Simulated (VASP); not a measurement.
Here is a VASP 6.6.1 calculation.

The input INCAR:

```
SYSTEM = CdS
PREC = Accurate ; ENCUT = 500
EDIFF = 1E-6 ; ISMEAR = 0
SIGMA = 0.01 ; LREAL = .FALSE.
LASPH = .TRUE. ; NELM = 120
ALGO = Normal ; ISIF = 2
LWAVE = .FALSE. ; LCHARG = .TRUE.
GGA = PE ; LELF = .TRUE.
LVHAR = .TRUE. ; NBANDS = 16
GGA_COMPAT = .FALSE.
```

Contents of KPOINTS:

```
Automatic mesh
0
G
  5 5 5
  0 0 0
```

The input POSCAR:

```
CdS
1.0
    0.0000000000      2.9635658318      2.9635658318
    2.9635658318      0.0000000000      2.9635658318
    2.9635658318      2.9635658318      0.0000000000
Cd S
1 1
Direct
    0.0000000000      0.0000000000      0.0000000000
    0.2500000000      0.2500000000      0.2500000000
```

Potentials or basis: VASP PAW PBE potentials, release 64 (Cd, S).

Launch:

```sh
$ cat potpaw_PBE.64/Cd/POTCAR potpaw_PBE.64/S/POTCAR > POTCAR
$ mpirun -np 1 vasp_std > vasp.out
```

(1) Estimate the pressure.

(2) Estimate the band gap on the k mesh.

Answers

(1) 0.3 GPa.

(2) 1.04 eV.
